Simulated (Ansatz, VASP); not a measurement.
## WC: VASP beside Ansatz

```
W C
1.0
     0.00000    2.56560    2.56560
     2.56560    0.00000    2.56560
     2.56560    2.56560    0.00000
W C
1 1
Direct
  0.25000 0.25000 0.25000
  0.00000 0.00000 0.00000
```

Change from the starting cell: species swapped into the GaAs type (F-43m, No. 216).

Alike in both runs: task relaxation of cell and atoms; functional PBE; k mesh 7 × 7 × 7; occupations gaussian, width 0.2 eV; no spin polarisation.

|  | VASP | Ansatz |
| --- | --- | --- |
| version | VASP 6.6.1 | Ansatz 0.2.0 |
| potentials or method | VASP PAW PBE potentials, release 64 (W_sv, C), cutoff 600 eV | scalar-relativistic, plane waves, PAW |
| valence electrons in the cell | 18 | 18 |

```csv
,VASP,Ansatz,Ansatz less VASP
"gap on the k mesh at the Fermi level, each at its own relaxed structure (eV)",none,none,-
relaxed volume (Å³/atom),12.99,12.98,-0.014
relaxed cell length with the largest relative difference (Å),3.324,3.323,-0.0012
```

A gap of «none» marks a metal or a gap that the smearing closes.

Spin-orbit coupling is off throughout. Noted on VASP's run: the volume moved by over 15 % at a fixed basis, so the end points are rough.
